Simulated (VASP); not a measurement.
Write the native input for VASP 6.6.1 that does the following.

```
Task                    : density of states
Functional              : PBE
Potentials or basis     : VASP PAW PBE potentials, release 64 (Pd)
Cutoff                  : 520 eV
k mesh                  : 16 × 16 × 16
Occupations             : fermi-dirac, width 0.1 eV
Spin                    : no spin polarisation
Dipole correction       : no
k mesh for the DOS      : 24 × 24 × 24
Occupations for the DOS : tetrahedron
Further INCAR settings  : ALGO = Normal; EDIFF = 1e-07; NBANDS = 11
```

The system is Pd.

```
Pd
1.0
     0.00000    1.48925    1.48925
     1.48925    0.00000    1.48925
     1.48925    1.48925    0.00000
Pd
1
Direct
  0.00000 0.00000 0.00000
```

This cell differs from its parent crystal: volume scaled by 0.43.

These files were run (other wordings do the same):

POSCAR

```
Pd
1.0
    0.0000000000      1.4892451207      1.4892451207
    1.4892451207      0.0000000000      1.4892451207
    1.4892451207      1.4892451207      0.0000000000
Pd
1
Direct
    0.0000000000      0.0000000000      0.0000000000
```

INCAR.step1

```
SYSTEM = Pd
  ALGO = Normal
  EDIFF = 1E-7
  ENCUT = 520
  GGA = PE
  ISIF = 2
  ISMEAR = -1
  LASPH = .TRUE.
  LCHARG = .TRUE.
  LMAXMIX = 4
  LREAL = .FALSE.
  LWAVE = .FALSE.
  NBANDS = 11
  NELM = 100
  PREC = Accurate
  SIGMA = 0.1
```

KPOINTS.step1

```
k-points
0
G
  16 16 16
  0 0 0
```

INCAR.step2

```
SYSTEM = Pd
  ALGO = Normal
  EDIFF = 1E-7
  ENCUT = 520
  GGA = PE
  ICHARG = 11
  ISIF = 2
  ISMEAR = -5
  LASPH = .TRUE.
  LCHARG = .FALSE.
  LMAXMIX = 4
  LORBIT = 11
  LREAL = .FALSE.
  LWAVE = .FALSE.
  NBANDS = 11
  NEDOS = 2001
  NELM = 100
  PREC = Accurate
  SIGMA = 0.1
```

KPOINTS.step2

```
k-points
0
G
  24 24 24
  0 0 0
```

Potentials or basis: VASP PAW PBE potentials, release 64 (Pd).

Command:

```sh
$ cat potpaw_PBE.64/Pd/POTCAR > POTCAR
$ cp INCAR.step1 INCAR
$ cp KPOINTS.step1 KPOINTS
$ mpirun -np 1 vasp_std > vasp.out
$ cp INCAR.step2 INCAR
$ cp KPOINTS.step2 KPOINTS
$ mpirun -np 1 vasp_std > vasp.out
```

Wall time 12 s on 1 thread of Intel(R) Xeon(R) 6975P-C (Granite Rapids) (shared host), peak memory 0.14 GiB.
